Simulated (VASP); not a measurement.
# VN2 (I4/mcm) in VASP: further runs, part 2 of 2

VASP 6.6.1. Earlier steps stand in the parts before.

## Step 4: Single point, PBEsol (strain -0.050 along x and y, +0.000 along z)

File INCAR:

```
SYSTEM = VN2
  PREC = Accurate
  ENCUT = 520
  EDIFF = 1E-6
  ISMEAR = 0
  SIGMA = 0.15
  LREAL = .FALSE.
  LASPH = .TRUE.
  NELM = 100
  ALGO = Normal
  ISIF = 2
  LWAVE = .FALSE.
  LCHARG = .FALSE.
  GGA = PS
  NBANDS = 32
```

File KPOINTS:

```
regular mesh
0
G
  16 16 16
  0 0 0
```

File POSCAR:

```
VN2
1.0
   -2.0238064750      2.0238064750      2.4552814615
    2.0238064750     -2.0238064750      2.4552814615
    2.0238064750      2.0238064750     -2.4552814615
V N
2 4
Direct
    0.2500000000      0.2500000000      0.0000000000
    0.7500000000      0.7500000000      0.0000000000
    0.1142608421      0.6142608421      0.7285216842
    0.6142608421      0.8857391579      0.5000000000
    0.8857391579      0.3857391579      0.2714783159
    0.3857391579      0.1142608421      0.5000000000
```

Potentials or basis: VASP PAW PBE potentials, release 64 (V_sv, N).

The run is started by

```
$ cat potpaw_PBE.64/V_sv/POTCAR potpaw_PBE.64/N/POTCAR > POTCAR
$ mpirun -np 1 vasp_std > vasp.out
```

OUTCAR:

```text
SYSTEM = VN2
   PREC = Accurate
   ENCUT = 520
   EDIFF = 1E-6
   ISMEAR = 0
   LREAL = .FALSE.
   LASPH = .TRUE.
   NELM = 100
   ISIF = 2
   GGA = PS

 ion  position               nearest neighbor table
   1  0.250  0.250  0.000-   5 2.04   3 2.04   6 2.04   6 2.04   4 2.04   4 2.04   3 2.04   5 2.04
                             2 2.46   2 2.46   2 2.86   2 2.86   2 2.86   2 2.86
   2  0.750  0.750  0.000-   5 2.04   3 2.04   4 2.04   4 2.04   6 2.04   6 2.04   3 2.04   5 2.04
                             1 2.46   1 2.46   1 2.86   1 2.86   1 2.86   1 2.86
   3  0.114  0.614  0.729-   5 1.31   1 2.04   2 2.04   2 2.04   1 2.04
   4  0.614  0.886  0.500-   6 1.31   2 2.04   1 2.04   2 2.04   1 2.04
   5  0.886  0.386  0.271-   3 1.31   2 2.04   1 2.04   2 2.04   1 2.04
   6  0.386  0.114  0.500-   4 1.31   1 2.04   2 2.04   1 2.04   2 2.04

  LATTYP: Found a body centered tetragonal cell.
 ALAT       =     4.0476129500
 C/A-ratio  =     1.2131997263

  Lattice vectors:

 A1 = (  -2.0238064750,   2.0238064750,   2.4552814615)
 A2 = (   2.0238064750,  -2.0238064750,   2.4552814615)
 A3 = (   2.0238064750,   2.0238064750,  -2.4552814615)

Analysis of symmetry for initial positions (statically):
=====================================================================
 Subroutine PRICEL returns:
 Original cell was already a primitive cell.

 Routine SETGRP: Setting up the symmetry group for a
 body centered tetragonal supercell.

 Subroutine GETGRP returns: Found 16 space group operations
 (whereof  8 operations were pure point group operations)
 out of a pool of 16 trial point group operations.

The static configuration has the point symmetry C_4h.
 The point group associated with its full space group is D_4h.

Analysis of symmetry for dynamics (positions and initial velocities):
=====================================================================
 Subroutine PRICEL returns:
 Original cell was already a primitive cell.

 Routine SETGRP: Setting up the symmetry group for a
 body centered tetragonal supercell.

 Subroutine GETGRP returns: Found 16 space group operations
 (whereof  8 operations were pure point group operations)
 out of a pool of 16 trial point group operations.

The dynamic configuration has the point symmetry C_4h.
 The point group associated with its full space group is D_4h.

 Subroutine INISYM returns: Found 16 space group operations
 (whereof  8 operations are pure point group operations),
 and found     1 'primitive' translations

----------------------------------------------------------------------------------------

                                     Primitive cell

  volume of cell :      40.2253

  direct lattice vectors                    reciprocal lattice vectors
    -2.023806475  2.023806475  2.455281461     0.000000000  0.247059196  0.203642641
     2.023806475 -2.023806475  2.455281461     0.247059196  0.000000000  0.203642641
     2.023806475  2.023806475 -2.455281461     0.247059196  0.247059196  0.000000000

  length of vectors
     3.770940513  3.770940513  3.770940513     0.320169598  0.320169598  0.349394465

  position of ions in fractional coordinates (direct lattice)
     0.250000000  0.250000000  0.000000000
     0.750000000  0.750000000  0.000000000
     0.114260842  0.614260842  0.728521684
     0.614260842  0.885739158  0.500000000
[... 34 lines left out ...]
 ===========================================

 Found    349 irreducible k-points:

 Following reciprocal coordinates:
            Coordinates               Weight
  0.000000  0.000000  0.000000      1.000000
  0.062500 -0.000000  0.000000      8.000000
  0.125000 -0.000000  0.000000      8.000000
  0.187500 -0.000000  0.000000      8.000000
  0.250000 -0.000000  0.000000      8.000000
  0.312500 -0.000000  0.000000      8.000000
[... 16 lines left out ...]
 -0.125000  0.062500 -0.000000     16.000000
 -0.062500  0.062500  0.000000      4.000000
 [... further k-points ...]
   k-points           NKPTS =    349   k-points in BZ     NKDIM =    349   number of bands    NBANDS=     32
   number of dos      NEDOS =    301   number of ions     NIONS =      6
   total plane-waves  NPLWV =  21952
   dimension x,y,z NGX =    28 NGY =   28 NGZ =   28
   dimension x,y,z NGXF=    56 NGYF=   56 NGZF=   56
   ions per type =               2   4
   NGX,Y,Z   is equivalent  to a cutoff of  12.34, 12.34, 12.34 a.u.
   NGXF,Y,Z  is equivalent  to a cutoff of  24.69, 24.69, 24.69 a.u.
 SYSTEM =  VN2
   PREC   = accura    normal or accurate (medium, high low for compatibility)
   ISTART =      0    job   : 0-new  1-cont  2-samecut
   ICHARG =      2    charge: 1-file 2-atom 10-const
   ISPIN  =      1    spin polarized calculation?
   LNONCOLLINEAR =      F non collinear calculations
   LSORBIT =      F    spin-orbit coupling
   LASPH  =      T    aspherical Exc in radial PAW
   ENCUT  =  520.0 eV  38.22 Ry    6.18 a.u.   7.01  7.01  7.01*2*pi/ulx,y,z
   NELM   =    100;   NELMIN=  2; NELMDL= -5     # of ELM steps
   EDIFF  = 0.1E-05   stopping-criterion for ELM
   LREAL  =      F    real-space projection
   EDIFFG = 0.1E-04   stopping-criterion for IOM
   NSW    =      0    number of steps for IOM
   IBRION =     -1    ionic relax: 0-MD 1-quasi-New 2-CG
   NFREE  =      0    steps in history (QN), initial steepest desc. (CG)
   ISIF   =      2    stress and relaxation
   ISYM   =      2    0-nonsym 1-usesym 2-fastsym
   POTIM  = 0.5000    time-step for ionic-motion
   TEBEG  =    0.0;   TEEND  =   0.0 temperature during run
   PSTRESS=    0.0 pullay stress
   NELECT =      46.0000    total number of electrons
   NUPDOWN=      -1.0000    fix difference up-down
   EMIN   =  10.00;   EMAX   =-10.00  energy-range for DOS
   EFERMI =   0.00;   METHOD = LEGACY
   ISMEAR =     0;   SIGMA  =   0.15  broadening in eV -4-tet -1-fermi 0-gaus
   EFERMI_NEDOS =   21; number of points for ismear=-14 and -15
   IALGO  =     38    algorithm
   IMIX   =      4    mixing-type and parameters
     AMIX     =   0.40;   BMIX     =  1.00
     AMIX_MAG =   1.60;   BMIX_MAG =  1.00
  volume/ion in A,a.u.               =       6.70        45.24
  Fermi-wavevector in a.u.,A,eV,Ry     =   1.711963  3.235141 39.876188  2.930817
  Thomas-Fermi vector in A             =   2.789980
   LORBIT       =      0    0 simple, 1 ext, 2 COOP (PROOUT), +10 PAW based schemes
   GGA     = PS    functional components
   LHFCALC =     F    Hartree Fock is set to
   AEXX    =    0.0000 exact exchange contribution
   IVDW    =     0    specifies the selected vdW correction
   LEPSILON=     F    determine dielectric tensor
   LRPA    =     F    only Hartree local field effects (RPA)
 non-spin polarized calculation
 Gauss-broadening in eV      SIGMA  =   0.15
  energy-cutoff  :      520.00
  volume of cell :       40.23
 maximum number of plane-waves:      1110
   NGX = 15   NGY = 15   NGZ = 15

 number of electron      45.9999989 magnetization

 Free energy of the ion-electron system (eV)
  ---------------------------------------------------
  ext. energy  EPLUGINS =         0.00000000
  ---------------------------------------------------
  free energy    TOTEN  =       -56.20185683 eV

  energy without entropy =      -56.17915065  energy(sigma->0) =      -56.19050374

 E-fermi :  13.7537     XC(G=0): -14.6818

 val. band max:       13.7516681585   @ k =  -0.3750   0.4375   0.1875
 cond. band min:      13.7555208094   @ k =  -0.1875   0.3750   0.1875
 fundamental gap:      0.0038526509
 Fermi energy:        13.7537174885

 k-point     1 :       0.0000    0.0000    0.0000
  band No.  band energies     occupation
      1     -51.6402      2.00000
      2     -51.4059      2.00000
      3     -26.0133      2.00000
      4     -25.6639      2.00000
      5     -25.6639      2.00000
      6     -25.5632      2.00000
[... 829 lines left out ...]
     31      16.8363      0.00000
     32      18.8878      0.00000

 [... further k-points ...]
[... 5 lines left out ...]
  --------------------------------------------------------------------------------------
  -------------------------------------------------------------------------------------
  Total       15.5923937     15.5923937      6.6129107      0.0000000      0.0000000      0.0000000
  in kB      621.0465271    621.0465271    263.3928626      0.0000000      0.0000000      0.0000000
  external PRESSURE =     501.8286390 kB  Pullay stress =       0.0000000 kB

 VOLUME and BASIS-vectors are now :
 -----------------------------------------------------------------------------
  energy-cutoff  :      520.00
  volume of cell :       40.23
      direct lattice vectors                 reciprocal lattice vectors
    -2.023806475  2.023806475  2.455281461     0.000000000  0.247059196  0.203642641
     2.023806475 -2.023806475  2.455281461     0.247059196  0.000000000  0.203642641
     2.023806475  2.023806475 -2.455281461     0.247059196  0.247059196  0.000000000

 POSITION                                       TOTAL-FORCE (eV/Angst)
 -----------------------------------------------------------------------------------
      0.00000      0.00000      1.22764        -0.000000      0.000000      0.000000
      0.00000      0.00000      3.68292        -0.000000      0.000000      0.000000
      2.48629      0.46248      0.00000         1.011434      1.011434      0.000000
      1.56132      0.46248      2.45528        -1.011434      1.011434      0.000000
     -0.46248      1.56132      2.45528        -1.011434     -1.011434     -0.000000
      0.46248      1.56132      0.00000         1.011434     -1.011434      0.000000
 -----------------------------------------------------------------------------------
    total drift:                               -0.000000     -0.000000      0.000000

  FREE ENERGIE OF THE ION-ELECTRON SYSTEM (eV)
  ---------------------------------------------------
  free  energy   TOTEN  =       -56.2018568344 eV

  energy  without entropy=      -56.1791506537  energy(sigma->0) =      -56.19050374
```

Run time: 4.8 min. Hardware: 1 thread of Intel Xeon 6975P-C, shared host; peak memory 0.44 GiB.

Results:

- Free energy: -56.2019 eV
- Pressure: 50.2 GPa
- Largest force: 1.430 eV/Å
- Band gap on the k mesh: zero (band 23 reaches 14.00 eV, above the bottom of band 24 at 13.44 eV)

Forces on the atoms (eV/Å):
```
V    0.000  0.000  0.000
V    0.000  0.000  0.000
N    1.011  1.011  0.000
N   -1.011  1.011  0.000
N   -1.011 -1.011  0.000
N    1.011 -1.011  0.000
```

Levels at points of the mesh, in eV from the Fermi level:
| k point | band 20 | band 21 | band 22 | band 23 | band 24 | band 25 | band 26 | band 27 |
| --- | --- | --- | --- | --- | --- | --- | --- | --- |
| (0.00, 0.00, 0.00) | -3.55 | -2.95 | -2.95 | -2.70 | 0.89 | 0.89 | 1.09 | 1.47 |
| (0.50, 0.00, 0.00) | -3.84 | -3.82 | -3.82 | 0.25 | 0.25 | 0.99 | 0.99 | 1.13 |
| (0.50, 0.50, 0.00) | -5.58 | -3.30 | -3.04 | -1.32 | 0.38 | 0.74 | 1.48 | 2.21 |
| (0.50, 0.50, 0.50) | -2.92 | -2.92 | -0.83 | -0.20 | 0.03 | 0.13 | 0.40 | 2.26 |

Caveat: the cell differs from its parent crystal (strain -0.050 along x and y, +0.000 along z); the PAW data sets were made with another functional, which shifts forces and pressure a little; the run has no spin polarisation, though such a crystal can be magnetic.

## Step 5: Summary

| cell | gap on the mesh (eV) | pressure (GPa) | largest force (eV/Å) |
| --- | --- | --- | --- |
| a = 3.692 Å, angles 113.5, 113.5, 101.6°, 6 atoms | none | 78.9 | 1.51 |
| a = 3.731 Å, angles 114.3, 114.3, 100.2°, 6 atoms | none | 63.5 | 1.47 |
| a = 3.771 Å, angles 115.1, 115.1, 98.7°, 6 atoms | none | 50.2 | 1.43 |

Alike in all rows: task single point; level PBEsol; potentials or basis VASP PAW PBE potentials, release 64 (V_sv, N); no spin polarisation; k mesh 16 × 16 × 16; cutoff (eV) 520; smearing gaussian 0.15 eV.

Caveats: the PAW data sets were made with another functional, which shifts forces and pressure a little; the run has no spin polarisation, though such a crystal can be magnetic.

Absolute energies hang on the potentials; compare differences alone.
